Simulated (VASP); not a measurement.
# Cu (I4/mmm) in VASP: further runs, part 2 of 2

VASP 6.6.1. Earlier steps stand in the parts before.

**3. Single point, PBE**

This run uses another cell than the first one, of 12.79 Å³/atom, 1.015 times its volume.

The input, INCAR:

```
  ALGO = Normal
  EDIFF = 1E-6
  ENCUT = 520
  GGA = PE
  ISIF = 2
  ISMEAR = 0
  LASPH = True
  LCHARG = False
  LREAL = False
  LWAVE = False
  NBANDS = 12
  NELM = 80
  PREC = Accurate
  SIGMA = 0.15
```

The input, KPOINTS:

```
k-points
0
Gamma
  22 22 22
```

The input, POSCAR:

```
Cu
1.0
   -1.5469500000      1.5469500000      1.3359000000
    1.5469500000     -1.5469500000      1.3359000000
    1.5469500000      1.5469500000     -1.3359000000
Cu
1
Direct
    0.0000000000      0.0000000000      0.0000000000
```

Potentials or basis: VASP PAW PBE potentials, release 64 (Cu).

Launch:

```
> cat potpaw_PBE.64/Cu/POTCAR > POTCAR
> mpirun -np 1 vasp_std > vasp.out
```

OUTCAR:

```text
EDIFF = 1E-6
   ENCUT = 520
   GGA = PE
   ISIF = 2
   ISMEAR = 0
   LASPH = True
   LREAL = False
   NELM = 80
   PREC = Accurate

 ion  position               nearest neighbor table
   1  0.000  0.000  0.000-

  LATTYP: Found a body centered tetragonal cell.
 ALAT       =     3.0939000000
 C/A-ratio  =     0.8635702511

  Lattice vectors:

 A1 = (  -1.5469500000,   1.5469500000,   1.3359000000)
 A2 = (   1.5469500000,  -1.5469500000,   1.3359000000)
 A3 = (   1.5469500000,   1.5469500000,  -1.3359000000)

Analysis of symmetry for initial positions (statically):
=====================================================================
 Subroutine PRICEL returns:
 Original cell was already a primitive cell.

 Routine SETGRP: Setting up the symmetry group for a
 body centered tetragonal supercell.

 Subroutine GETGRP returns: Found 16 space group operations
 (whereof 16 operations were pure point group operations)
 out of a pool of 16 trial point group operations.

The static configuration has the point symmetry D_4h.

Analysis of symmetry for dynamics (positions and initial velocities):
=====================================================================
 Subroutine PRICEL returns:
 Original cell was already a primitive cell.

 Routine SETGRP: Setting up the symmetry group for a
 body centered tetragonal supercell.

 Subroutine GETGRP returns: Found 16 space group operations
 (whereof 16 operations were pure point group operations)
 out of a pool of 16 trial point group operations.

The dynamic configuration has the point symmetry D_4h.

 Subroutine INISYM returns: Found 16 space group operations
 (whereof 16 operations are pure point group operations),
 and found     1 'primitive' translations

----------------------------------------------------------------------------------------

                                     Primitive cell

  volume of cell :      12.7875
[... 108 lines left out ...]
  volume/ion in A,a.u.               =      12.79        86.29
  Fermi-wavevector in a.u.,A,eV,Ry     =   1.556958  2.942224 32.982130  2.424118
  Thomas-Fermi vector in A             =   2.660678
   LORBIT       =      0    0 simple, 1 ext, 2 COOP (PROOUT), +10 PAW based schemes
   GGA     = PE    functional components
   LHFCALC =     F    Hartree Fock is set to
   AEXX    =    0.0000 exact exchange contribution
   IVDW    =     0    specifies the selected vdW correction
   LEPSILON=     F    determine dielectric tensor
   LRPA    =     F    only Hartree local field effects (RPA)
 non-spin polarized calculation
 Gauss-broadening in eV      SIGMA  =   0.15
  energy-cutoff  :      520.00
  volume of cell :       12.79
 maximum number of plane-waves:       358
   NGX =  9   NGY =  9   NGZ =  9

 number of electron      11.0000000 magnetization

 Free energy of the ion-electron system (eV)
  ---------------------------------------------------
  ext. energy  EPLUGINS =         0.00000000
  ---------------------------------------------------
  free energy    TOTEN  =        -3.67521565 eV

  energy without entropy =       -3.67053841  energy(sigma->0) =       -3.67287703

 E-fermi :   6.6574     XC(G=0): -12.2678

 val. band max:        6.6566540236   @ k =  -0.1364  -0.3636   0.0455
 cond. band min:       6.6577311357   @ k =   0.5000   0.1818   0.0455
 fundamental gap:      0.0010771121
 Fermi energy:         6.6574029753

 k-point     1 :       0.0000    0.0000    0.0000
  band No.  band energies     occupation
      1      -2.1176      2.00000
      2       3.4701      2.00000
      3       4.0114      2.00000
      4       4.0114      2.00000
      5       4.2931      2.00000
      6       4.8781      2.00000
      7      28.6415      0.00000
      8      28.6415      0.00000
      9      32.0424      0.00000
     10      32.8462      0.00000
     11      33.4527      0.00000
     12      33.9682      0.00000
[... 331 lines left out ...]
 k-point    24 :      -0.4545    0.0455    0.0000
  band No.  band energies     occupation
      1       2.0621      2.00000
      2       3.0236      2.00000
      3       4.6061      2.00000
      4       4.8847      2.00000
      5       5.0912      2.00000
      6       5.9641      2.00000
      7      12.6782      0.00000
      8      21.4475      0.00000
      9      22.6139      0.00000
     10      26.7409      0.00000
     11      29.2733      0.00000
     12      37.8535      0.00000

 [... further k-points ...]
[... 5 lines left out ...]
  --------------------------------------------------------------------------------------
  -------------------------------------------------------------------------------------
  Total       -0.5420700     -0.5420700     -0.4163601      0.0000000      0.0000000      0.0000000
  in kB      -67.9171478    -67.9171478    -52.1666749      0.0000000      0.0000000      0.0000000
  external PRESSURE =     -62.6669902 kB  Pullay stress =       0.0000000 kB

 VOLUME and BASIS-vectors are now :
 -----------------------------------------------------------------------------
  energy-cutoff  :      520.00
  volume of cell :       12.79
      direct lattice vectors                 reciprocal lattice vectors
    -1.546950000  1.546950000  1.335900000     0.000000000  0.323216652  0.374279512
     1.546950000 -1.546950000  1.335900000     0.323216652  0.000000000  0.374279512
     1.546950000  1.546950000 -1.335900000     0.323216652  0.323216652  0.000000000

 POSITION                                       TOTAL-FORCE (eV/Angst)
 -----------------------------------------------------------------------------------
      0.00000      0.00000      0.00000         0.000000      0.000000      0.000000
 -----------------------------------------------------------------------------------
    total drift:                                0.000000     -0.000000      0.000000

  FREE ENERGIE OF THE ION-ELECTRON SYSTEM (eV)
  ---------------------------------------------------
  free  energy   TOTEN  =        -3.6752156530 eV

  energy  without entropy=       -3.6705384126  energy(sigma->0) =       -3.67287703
```

stdout:

```text
POSCAR found type information on POSCAR Cu
 POSCAR found :  1 types and       1 ions
 scaLAPACK will be used
 LDA part: xc-table for (Slater+PW92), standard interpolation
 POSCAR, INCAR and KPOINTS ok, starting setup
 FFT: planning ... GRIDC
 FFT: planning ... GRID_SOFT
 FFT: planning ... GRID
 WAVECAR not read
 entering main loop
```

Run time: 54 s. Hardware: 1 thread of AMD EPYC 9R45 (Zen 5), shared host; peak memory 0.2 GiB.

Results:

- Free energy: -3.6752 eV
- Pressure: -6.3 GPa

**4. Single point, PBE**

This run uses another cell than the first one, of 12.81 Å³/atom, 1.017 times its volume.

The input, INCAR:

```
SYSTEM = Cu
ALGO = Normal ; EDIFF = 1E-6
ENCUT = 520 ; GGA = PE
ISIF = 2 ; ISMEAR = 0
LASPH = .TRUE. ; LCHARG = .FALSE.
LREAL = .FALSE. ; LWAVE = .FALSE.
NBANDS = 12 ; NELM = 60
PREC = Accurate ; SIGMA = 0.15
```

The input, KPOINTS:

```
k-points
0
G
  22 22 22
  0 0 0
```

The input, POSCAR:

```
Cu
1.0
   -1.5223500000      1.5223500000      1.3819816190
    1.5223500000     -1.5223500000      1.3819816190
    1.5223500000      1.5223500000     -1.3819816190
Cu
1
Direct
    0.0000000000      0.0000000000      0.0000000000
```

Potentials or basis: VASP PAW PBE potentials, release 64 (Cu).

Launch:

```
> cat potpaw_PBE.64/Cu/POTCAR > POTCAR
> mpirun -np 1 vasp_std > vasp.out
```

OUTCAR:

```text
SYSTEM = Cu
   EDIFF = 1E-6
   ENCUT = 520
   GGA = PE
   ISIF = 2
   ISMEAR = 0
   LASPH = .TRUE.
   LREAL = .FALSE.
   NELM = 60
   PREC = Accurate

 ion  position               nearest neighbor table
   1  0.000  0.000  0.000-

  LATTYP: Found a body centered tetragonal cell.
 ALAT       =     3.0447000000
 C/A-ratio  =     0.9077949348

  Lattice vectors:

 A1 = (  -1.5223500000,   1.5223500000,   1.3819816190)
[... 530 lines left out ...]
      2       3.0570      2.00000
      3       4.6122      2.00000
      4       4.7763      2.00000
      5       5.0635      2.00000
      6       5.8698      2.00000
      7      12.3227      0.00000
      8      21.7960      0.00000
      9      22.8603      0.00000
     10      26.9718      0.00000
     11      29.4742      0.00000
     12      38.5366      0.00000

 [... further k-points ...]
[... 5 lines left out ...]
  --------------------------------------------------------------------------------------
  -------------------------------------------------------------------------------------
  Total       -0.5547590     -0.5547590     -0.5277480      0.0000000     -0.0000000      0.0000000
  in kB      -69.3783041    -69.3783041    -66.0002948      0.0000000     -0.0000000      0.0000000
  external PRESSURE =     -68.2523010 kB  Pullay stress =       0.0000000 kB

 VOLUME and BASIS-vectors are now :
 -----------------------------------------------------------------------------
  energy-cutoff  :      520.00
  volume of cell :       12.81
      direct lattice vectors                 reciprocal lattice vectors
    -1.522350000  1.522350000  1.381981619     0.000000000  0.328439584  0.361799313
     1.522350000 -1.522350000  1.381981619     0.328439584  0.000000000  0.361799313
     1.522350000  1.522350000 -1.381981619     0.328439584  0.328439584  0.000000000

 POSITION                                       TOTAL-FORCE (eV/Angst)
 -----------------------------------------------------------------------------------
      0.00000      0.00000      0.00000         0.000000      0.000000     -0.000000
 -----------------------------------------------------------------------------------
    total drift:                                0.000000     -0.000000      0.000000

  FREE ENERGIE OF THE ION-ELECTRON SYSTEM (eV)
  ---------------------------------------------------
  free  energy   TOTEN  =        -3.6763810508 eV

  energy  without entropy=       -3.6714712792  energy(sigma->0) =       -3.67392616
```

OSZICAR:

```text
N       E                     dE             d eps       ncg     rms          rms(c)
DAV:   1     0.430448393021E+02    0.43045E+02   -0.53790E+03 22016   0.149E+03
DAV:   2    -0.317611398941E+01   -0.46221E+02   -0.42614E+02 20624   0.200E+02
DAV:   3    -0.452761621993E+01   -0.13515E+01   -0.13416E+01 23328   0.398E+01
DAV:   4    -0.453629464319E+01   -0.86784E-02   -0.86772E-02 22596   0.283E+00
DAV:   5    -0.453638209295E+01   -0.87450E-04   -0.87448E-04 23480   0.290E-01    0.748E+00
DAV:   6    -0.411080773056E+01    0.42557E+00   -0.14992E+01 23296   0.720E+01    0.433E+00
DAV:   7    -0.368665270324E+01    0.42416E+00   -0.25296E+00 23492   0.298E+01    0.511E-01
DAV:   8    -0.367829962647E+01    0.83531E-02   -0.59386E-03 24780   0.134E+00    0.334E-01
DAV:   9    -0.367639256246E+01    0.19071E-02   -0.12767E-02 24044   0.193E+00    0.423E-02
DAV:  10    -0.367638137211E+01    0.11190E-04   -0.10777E-04 29784   0.181E-01    0.759E-03
DAV:  11    -0.367638105079E+01    0.32132E-06   -0.64639E-07 19196   0.110E-02
   1 F= -.36763811E+01 E0= -.36739262E+01  d E =-.490977E-02
```

Run time: 53 s. Hardware: 1 thread of AMD EPYC 9R45 (Zen 5), shared host; peak memory 0.2 GiB.

What came out:

* Free energy: -3.6764 eV
* Pressure: -6.8 GPa

Stress tensor (GPa, compression positive):
```
-6.94  0.00  0.00
 0.00 -6.94  0.00
 0.00  0.00 -6.60
```

**5. The runs side by side**

```tsv
cell	gap on the mesh (eV)	pressure (GPa)
a = 2.546 Å, angles 106.6, 106.6, 115.5°, 1 atom	none	-5.1
a = 2.563 Å, angles 105.8, 105.8, 117.2°, 1 atom	none	-6.3
a = 2.558 Å, angles 107.0, 107.0, 114.6°, 1 atom	none	-6.8
```

Alike in all rows: task single point; level PBE; potentials or basis VASP PAW PBE potentials, release 64 (Cu); no spin polarisation; k mesh 22 × 22 × 22; cutoff (eV) 520; smearing gaussian 0.15 eV.

Total energies depend on the potentials used, so only differences within one code and one set of settings carry meaning.
